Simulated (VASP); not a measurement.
# Mg (P6_3/mmc) in VASP: relaxation of cell and atoms with PBE

Aim: the relaxation of cell and atoms of Mg with PBE.

Program: VASP 6.6.1. These are calculated values, not measurements. Logs are shortened: lines on timing, memory, paths and dates and some standing lists are left out, and cuts for length are marked.

## 1. The cell of the first run

Symmetry: P6_3/mmc, No. 194, hexagonal system. Conventional cell: a = 3.198 Å, b = 3.198 Å, c = 5.180 Å, α = 90.00°, β = 90.00°, γ = 120.00°. Mg (site symmetry -6m2) has 12 Mg at 3.18 to 3.20 Å within 4.2 Å.

## 2. Relaxation of cell and atoms, PBE

Contents of INCAR:

```
PREC = Accurate ; ENCUT = 600
EDIFF = 1E-7 ; ISMEAR = -1
SIGMA = 0.1 ; LREAL = False
LASPH = True ; NELM = 60
ALGO = Normal ; ISIF = 3
LWAVE = False ; LCHARG = False
GGA = PE ; IBRION = 2
NSW = 60 ; EDIFFG = -0.005
```

Contents of KPOINTS:

```
Automatic mesh
0
Gamma
  15 15 8
```

Contents of POSCAR:

```
Mg
1.0
    3.1976727045      0.0000000000      0.0000000000
   -1.5988363523      2.7692657951      0.0000000000
    0.0000000000      0.0000000000      5.1802297813
Mg
2
Direct
    0.3333333333      0.6666666667      0.2500000000
    0.6666666667      0.3333333333      0.7500000000
```

Potentials or basis: VASP PAW PBE potentials, release 64 (Mg).

Command:

```sh
$ cat potpaw_PBE.64/Mg/POTCAR > POTCAR
$ mpirun -np 1 vasp_std > vasp.out
```

OUTCAR:

```text
PREC = Accurate
   ENCUT = 600
   EDIFF = 1E-7
   ISMEAR = -1
   LREAL = False
   LASPH = True
   NELM = 60
   ISIF = 3
   GGA = PE
   IBRION = 2
   NSW = 60
   EDIFFG = -0.005

 ion  position               nearest neighbor table
   1  0.333  0.667  0.250-   2 3.18   2 3.18   2 3.18   2 3.18   2 3.18   2 3.18
   2  0.667  0.333  0.750-   1 3.18   1 3.18   1 3.18   1 3.18   1 3.18   1 3.18

  LATTYP: Found a hexagonal cell.
 ALAT       =     3.1976727045
 C/A-ratio  =     1.6200000000

  Lattice vectors:

 A1 = (   3.1976727045,   0.0000000000,   0.0000000000)
 A2 = (  -1.5988363523,   2.7692657951,   0.0000000000)
 A3 = (   0.0000000000,   0.0000000000,   5.1802297813)

Analysis of symmetry for initial positions (statically):
=====================================================================
 Subroutine PRICEL returns:
 Original cell was already a primitive cell.

 Routine SETGRP: Setting up the symmetry group for a
 hexagonal supercell.

 Subroutine GETGRP returns: Found 24 space group operations
 (whereof 12 operations were pure point group operations)
 out of a pool of 24 trial point group operations.

The static configuration has the point symmetry D_3d.
 The point group associated with its full space group is D_6h.

Analysis of symmetry for dynamics (positions and initial velocities):
=====================================================================
 Subroutine PRICEL returns:
 Original cell was already a primitive cell.

 Routine SETGRP: Setting up the symmetry group for a
 hexagonal supercell.

 Subroutine GETGRP returns: Found 24 space group operations
 (whereof 12 operations were pure point group operations)
 out of a pool of 24 trial point group operations.

The dynamic configuration has the point symmetry D_3d.
 The point group associated with its full space group is D_6h.

 Subroutine INISYM returns: Found 24 space group operations
 (whereof 12 operations are pure point group operations),
 and found     1 'primitive' translations

----------------------------------------------------------------------------------------

                                     Primitive cell

  volume of cell :      45.8720

  direct lattice vectors                    reciprocal lattice vectors
     3.197672704  0.000000000  0.000000000     0.312727440  0.180553272  0.000000000
    -1.598836352  2.769265795  0.000000000     0.000000000  0.361106544  0.000000000
     0.000000000  0.000000000  5.180229781     0.000000000  0.000000000  0.193041630

  length of vectors
     3.197672704  3.197672705  5.180229781     0.361106544  0.361106544  0.193041630

  position of ions in fractional coordinates (direct lattice)
     0.333333333  0.666666667  0.250000000
     0.666666667  0.333333333  0.750000000

  ion indices of the primitive-cell ions
   primitive index   ion index
                 1           1
                 2           2

----------------------------------------------------------------------------------------

 KPOINTS: Automatic mesh

Automatic generation of k-mesh.
 Grid dimensions read from file:
 generate k-points for:   15   15    8

 Generating k-lattice:

  Cartesian coordinates                     Fractional coordinates (reciprocal lattice)
     0.020848496  0.012036885  0.000000000     0.066666667  0.000000000  0.000000000
     0.000000000  0.024073770  0.000000000     0.000000000  0.066666667  0.000000000
     0.000000000  0.000000000  0.024130204     0.000000000  0.000000000  0.125000000

  Length of vectors
     0.024073770  0.024073770  0.024130204

  Shift w.r.t. Gamma in fractional coordinates (k-lattice)
     0.000000000  0.000000000  0.000000000

 Subroutine IBZKPT returns following result:
 ===========================================

 Found    135 irreducible k-points:

 Following reciprocal coordinates:
            Coordinates               Weight
  0.000000  0.000000  0.000000      1.000000
  0.066667  0.000000  0.000000      6.000000
  0.133333  0.000000  0.000000      6.000000
  0.200000  0.000000  0.000000      6.000000
  0.266667  0.000000  0.000000      6.000000
  0.333333  0.000000  0.000000      6.000000
[... 16 lines left out ...]
  0.333333  0.200000  0.000000     12.000000
  0.400000  0.200000  0.000000      6.000000
 [... further k-points ...]
   k-points           NKPTS =    135   k-points in BZ     NKDIM =    135   number of bands    NBANDS=      6
   number of dos      NEDOS =    301   number of ions     NIONS =      2
   total plane-waves  NPLWV =  32928
   dimension x,y,z NGX =    28 NGY =   28 NGZ =   42
   dimension x,y,z NGXF=    56 NGYF=   56 NGZF=   84
   ions per type =               2
   NGX,Y,Z   is equivalent  to a cutoff of  14.56, 14.56, 13.48 a.u.
   NGXF,Y,Z  is equivalent  to a cutoff of  29.11, 29.11, 26.96 a.u.
 SYSTEM =  unknown system
   PREC   = accura    normal or accurate (medium, high low for compatibility)
   ISTART =      0    job   : 0-new  1-cont  2-samecut
   ICHARG =      2    charge: 1-file 2-atom 10-const
   ISPIN  =      1    spin polarized calculation?
   LNONCOLLINEAR =      F non collinear calculations
   LSORBIT =      F    spin-orbit coupling
   LASPH  =      T    aspherical Exc in radial PAW
   ENCUT  =  600.0 eV  44.10 Ry    6.64 a.u.   6.39  6.39 10.35*2*pi/ulx,y,z
   NELM   =     60;   NELMIN=  2; NELMDL= -5     # of ELM steps
   EDIFF  = 0.1E-06   stopping-criterion for ELM
   LREAL  =      F    real-space projection
   EDIFFG = -.5E-02   stopping-criterion for IOM
   NSW    =     60    number of steps for IOM
   IBRION =      2    ionic relax: 0-MD 1-quasi-New 2-CG
   NFREE  =      1    steps in history (QN), initial steepest desc. (CG)
   ISIF   =      3    stress and relaxation
   ISYM   =      2    0-nonsym 1-usesym 2-fastsym
   POTIM  = 0.5000    time-step for ionic-motion
   TEBEG  =    0.0;   TEEND  =   0.0 temperature during run
   PSTRESS=    0.0 pullay stress
   NELECT =       4.0000    total number of electrons
   NUPDOWN=      -1.0000    fix difference up-down
   EMIN   =  10.00;   EMAX   =-10.00  energy-range for DOS
   EFERMI =   0.00;   METHOD = LEGACY
   ISMEAR =    -1;   SIGMA  =   0.10  broadening in eV -4-tet -1-fermi 0-gaus
   EFERMI_NEDOS =   21; number of points for ismear=-14 and -15
   IALGO  =     38    algorithm
   IMIX   =      4    mixing-type and parameters
     AMIX     =   0.40;   BMIX     =  1.00
     AMIX_MAG =   1.60;   BMIX_MAG =  1.00
  volume/ion in A,a.u.               =      22.94       154.78
  Fermi-wavevector in a.u.,A,eV,Ry     =   0.725959  1.371864  7.170500  0.527017
  Thomas-Fermi vector in A             =   1.816812
   LORBIT       =      0    0 simple, 1 ext, 2 COOP (PROOUT), +10 PAW based schemes
   GGA     = PE    functional components
   LHFCALC =     F    Hartree Fock is set to
   AEXX    =    0.0000 exact exchange contribution
   IVDW    =     0    specifies the selected vdW correction
   LEPSILON=     F    determine dielectric tensor
   LRPA    =     F    only Hartree local field effects (RPA)
 conjugate gradient relaxation of ions
 non-spin polarized calculation
  energy-cutoff  :      600.00
  volume of cell :       45.87
 maximum number of plane-waves:      1554
 NGX is ok and might be reduce to    28
   NGX = 13   NGY = 13   NGZ = 21

--------------------------------------- Ionic step        1  -------------------------------------------

 number of electron       4.0000000 magnetization

 Free energy of the ion-electron system (eV)
  ---------------------------------------------------
  ext. energy  EPLUGINS =         0.00000000
  ---------------------------------------------------
  free energy    TOTEN  =        -3.02670887 eV

  energy without entropy =       -2.99871678  energy(sigma->0) =       -3.01271283

------------------------ aborting loop because EDIFF is reached ----------------------------------------

  FORCE on cell =-STRESS in cart. coord.  units (eV):
  Direction    XX          YY          ZZ          XY          YZ          ZX
  --------------------------------------------------------------------------------------
  -------------------------------------------------------------------------------------
  Total        0.0230331      0.0230331     -0.1153534     -0.0000000     -0.0000000      0.0000000
  in kB        0.8044817      0.8044817     -4.0289616     -0.0000000     -0.0000000      0.0000000
  external PRESSURE =      -0.8066661 kB  Pullay stress =       0.0000000 kB

 VOLUME and BASIS-vectors are now :
 -----------------------------------------------------------------------------
  energy-cutoff  :      600.00
  volume of cell :       45.87
      direct lattice vectors                 reciprocal lattice vectors
     3.197672704  0.000000000  0.000000000     0.312727440  0.180553272  0.000000000
    -1.598836352  2.769265795  0.000000000     0.000000000  0.361106544  0.000000000
     0.000000000  0.000000000  5.180229781     0.000000000  0.000000000  0.193041630
[... 109 lines left out ...]
 POSITION                                       TOTAL-FORCE (eV/Angst)
 -----------------------------------------------------------------------------------
     -0.00000      1.84887      1.28558         0.000000     -0.000000      0.000000
      1.60117      0.92444      3.85674        -0.000000      0.000000      0.000000
 -----------------------------------------------------------------------------------
    total drift:                                0.000000     -0.000000      0.000000

  FREE ENERGIE OF THE ION-ELECTRON SYSTEM (eV)
  ---------------------------------------------------
  free  energy   TOTEN  =        -3.0271745594 eV

  energy  without entropy=       -2.9999158901  energy(sigma->0) =       -3.01354522

--------------------------------------- Ionic step        5  -------------------------------------------

 number of electron       4.0000000 magnetization

 Free energy of the ion-electron system (eV)
  ---------------------------------------------------
  ext. energy  EPLUGINS =         0.00000000
  ---------------------------------------------------
  free energy    TOTEN  =        -3.02720465 eV

  energy without entropy =       -2.99996817  energy(sigma->0) =       -3.01358641

 E-fermi :   2.6498     XC(G=0):  -8.5016

 val. band max:        2.6370022395   @ k =   0.3333   0.1333   0.1250
 cond. band min:       2.6655083255   @ k =   0.2667   0.2667   0.2500
 fundamental gap:      0.0285060860
 Fermi energy:         2.6498474575

 k-point     1 :       0.0000    0.0000    0.0000
  band No.  band energies     occupation
      1      -4.2952      2.00000
      2       1.0250      2.00000
      3       1.5221      1.99997
      4      13.4829      0.00000
      5      13.4829      0.00000
      6      13.5745      0.00000

 k-point     2 :       0.0667    0.0000    0.0000
  band No.  band energies     occupation
      1      -4.2082      2.00000
      2       1.1044      2.00000
      3       1.6066      1.99994
      4      11.7280      0.00000
      5      12.5076      0.00000
      6      13.3280      0.00000
[... 181 lines left out ...]
 k-point    23 :       0.3333    0.2000    0.0000
  band No.  band energies     occupation
      1      -0.1248      2.00000
      2       2.3083      1.93635
      3       4.5277      0.00000
      4       4.9186      0.00000
      5       6.0311      0.00000
      6       7.3401      0.00000

 k-point    24 :       0.4000    0.2000    0.0000
  band No.  band energies     occupation
      1       1.0228      2.00000
      2       1.0332      2.00000
      3       4.5250      0.00000
      4       5.8595      0.00000
      5       6.2443      0.00000
      6       6.5106      0.00000

 [... further k-points ...]

------------------------ aborting loop because EDIFF is reached ----------------------------------------

  FORCE on cell =-STRESS in cart. coord.  units (eV):
  Direction    XX          YY          ZZ          XY          YZ          ZX
  --------------------------------------------------------------------------------------
  -------------------------------------------------------------------------------------
  Total        0.0034006      0.0034006      0.0021120     -0.0000000      0.0000000     -0.0000000
  in kB        0.1190746      0.1190746      0.0739531     -0.0000000      0.0000000     -0.0000000
  external PRESSURE =       0.1040341 kB  Pullay stress =       0.0000000 kB

 VOLUME and BASIS-vectors are now :
 -----------------------------------------------------------------------------
  energy-cutoff  :      600.00
  volume of cell :       45.76
      direct lattice vectors                 reciprocal lattice vectors
     3.205518996 -0.000000000  0.000000000     0.311961963  0.180111324  0.000000000
    -1.602759498  2.776060883  0.000000000     0.000000000  0.360222647  0.000000000
     0.000000000 -0.000000000  5.141906884    -0.000000000 -0.000000000  0.194480379

 POSITION                                       TOTAL-FORCE (eV/Angst)
 -----------------------------------------------------------------------------------
     -0.00000      1.85071      1.28548        -0.000000     -0.000000      0.000000
      1.60276      0.92535      3.85643         0.000000      0.000000      0.000000
 -----------------------------------------------------------------------------------
    total drift:                                0.000000     -0.000000      0.000000

  FREE ENERGIE OF THE ION-ELECTRON SYSTEM (eV)
  ---------------------------------------------------
  free  energy   TOTEN  =        -3.0272046549 eV

  energy  without entropy=       -2.9999681668  energy(sigma->0) =       -3.01358641

 reached required accuracy - stopping structural energy minimisation
```

Run time: 41 s. Hardware: 1 thread of Intel Xeon 6975P-C (Granite Rapids), shared host; peak memory 0.21 GiB.

What came out:

```
Free energy                           : -3.0272 eV
Relaxed volume                        : 22.88 Å³/atom
Relaxed cell                          : a = 3.206 Å, b = 3.206 Å, c = 5.142 Å, α = 90.00°, β = 90.00°, γ = 120.00°
Space group after relaxing (to 0.1 Å) : P6_3/mmc (No. 194)
Energy gained by relaxing             : 0.2 meV/atom
Ionic steps                           : 5
Pressure after relaxing               : 0.0 GPa
Band gap on the k mesh                : zero (bands 2 and 3 overlap by 2.03 eV)
```

Step by step:
| step | energy change (eV) | largest force (eV/Å) | pressure (GPa) | volume (Å³) |
| --- | --- | --- | --- | --- |
| 1 | 0.0000 | 0.0000 | -0.08 | 45.87 |
| 2 | -0.0003 | 0.0000 | -0.02 | 45.80 |
| 3 | -0.0005 | 0.0000 | 0.07 | 45.68 |
| 4 | -0.0005 | 0.0000 | 0.08 | 45.67 |
| 5 | -0.0005 | 0.0000 | 0.01 | 45.76 |

Final structure:
```cif
data_structure
_symmetry_space_group_name_H-M 'P 1'
_symmetry_Int_Tables_number 1
_cell_length_a 3.2055
_cell_length_b 3.2055
_cell_length_c 5.1419
_cell_angle_alpha 90.000
_cell_angle_beta 90.000
_cell_angle_gamma 120.000
_cell_volume 45.76
loop_
_atom_site_label
_atom_site_type_symbol
_atom_site_fract_x
_atom_site_fract_y
_atom_site_fract_z
_atom_site_occupancy
Mg1 Mg 0.33333 0.66667 0.25000 1
Mg2 Mg 0.66667 0.33333 0.75000 1
```

The gap in the log of VASP goes by the Fermi energy; the results here count the filled bands.